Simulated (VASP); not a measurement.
A run of VASP 6.6.1:

Contents of INCAR:

```
  ALGO = Fast
  EDIFF = 1E-7
  ENCUT = 520
  GGA = PE
  ISIF = 2
  ISMEAR = 0
  LASPH = T
  LCHARG = F
  LREAL = F
  LWAVE = F
  NBANDS = 12
  NELM = 60
  PREC = Accurate
  SIGMA = 0.1
```

File KPOINTS:

```
k-points
0
Gamma
  16 16 16
```

POSCAR

```
Zr
1.0
    0.0000000000      2.2634806061      2.2634806061
    2.2634806061      0.0000000000      2.2634806061
    2.2634806061      2.2634806061      0.0000000000
Zr
1
Direct
    0.0000000000      0.0000000000      0.0000000000
```

Potentials or basis: VASP PAW PBE potentials, release 64 (Zr_sv).

Command:

```console
$ cat potpaw_PBE.64/Zr_sv/POTCAR > POTCAR
$ mpirun -np 1 vasp_std > vasp.out
```

Hardware: 1 thread of Intel(R) Xeon(R) 6975P-C (Granite Rapids) (shared host).

**Question.** How long does it take, and how much memory?

**Answer.** Wall time 18 s on 1 thread of Intel(R) Xeon(R) 6975P-C (Granite Rapids), on a shared host, peak memory 0.16 GiB. Counts: scf iterations 19, k points 145.
